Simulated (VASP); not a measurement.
Here is a VASP 6.6.1 calculation.

File POSCAR:

```
Fe
1.0
   -1.4156766560      1.4156766560      1.4156766560
    1.4156766560     -1.4156766560      1.4156766560
    1.4156766560      1.4156766560     -1.4156766560
Fe
1
Direct
    0.0000000000      0.0000000000      0.0000000000
```

File INCAR.step1:

```
ALGO = Normal ; EDIFF = 1E-6
ENCUT = 520 ; GGA = PE
ISIF = 2 ; ISMEAR = -1
ISPIN = 2 ; LASPH = True
LCHARG = True ; LMAXMIX = 4
LREAL = False ; LWAVE = False
MAGMOM = 2.5 ; NBANDS = 14
NELM = 150 ; PREC = Accurate
SIGMA = 0.1
```

File KPOINTS.step1:

```
k-points
0
Gamma
  21 21 21
```

Contents of INCAR.step2:

```
ALGO = Normal ; EDIFF = 1E-6
ENCUT = 520 ; GGA = PE
ICHARG = 11 ; ISIF = 2
ISMEAR = -5 ; ISPIN = 2
LASPH = True ; LCHARG = False
LMAXMIX = 4 ; LORBIT = 11
LREAL = False ; LWAVE = False
MAGMOM = 2.5 ; NEDOS = 2001
NELM = 150 ; PREC = Accurate
SIGMA = 0.1
```

KPOINTS.step2

```
k-points
0
Gamma
  32 32 32
```

Potentials or basis: VASP PAW PBE potentials, release 64 (Fe).

The run is started by

```console
$ cat potpaw_PBE.64/Fe/POTCAR > POTCAR
$ cp INCAR.step1 INCAR
$ cp KPOINTS.step1 KPOINTS
$ mpirun -np 1 vasp_std > vasp.out
$ cp INCAR.step2 INCAR
$ cp KPOINTS.step2 KPOINTS
$ mpirun -np 1 vasp_std > vasp.out
```

(1) What does it give for the net moment?

(2) Estimate the site moments.

## Answers

(1) 2.17 μB per cell.

(2) Fe +2.18 μB.
